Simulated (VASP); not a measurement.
A run of VASP 6.6.1:

File INCAR:

```
SYSTEM = Hf
PREC = Accurate ; ENCUT = 520
EDIFF = 1E-7 ; ISMEAR = -1
SIGMA = 0.1 ; LREAL = .FALSE.
LASPH = .TRUE. ; NELM = 80
ALGO = Normal ; ISIF = 2
LWAVE = .FALSE. ; LCHARG = .FALSE.
GGA = RE ; NBANDS = 17
```

The input KPOINTS:

```
regular mesh
0
G
  11 11 6
  0 0 0
```

POSCAR

```
Hf
1.0
    3.2252761513      0.0000000000      0.0000000000
   -1.6126380756      2.7931710812      0.0000000000
    0.0000000000      0.0000000000      5.1056711910
Hf
2
Direct
    0.3333333333      0.6666666667      0.2500000000
    0.6666666667      0.3333333333      0.7500000000
```

Potentials or basis: VASP PAW PBE potentials, release 64 (Hf_pv).

Launch:

```sh
$ cat potpaw_PBE.64/Hf_pv/POTCAR > POTCAR
$ mpirun -np 1 vasp_std > vasp.out
```

Hardware: 1 thread of AMD EPYC 7R43 64-Core Processor (Zen 3), on a shared host.

Q: Estimate the wall time of this run.

A: It took 38 s on 1 thread of AMD EPYC 7R43 64-Core Processor (Zen 3) (shared host), peak memory 0.15 GiB. Counts: scf iterations 13, k points 64.
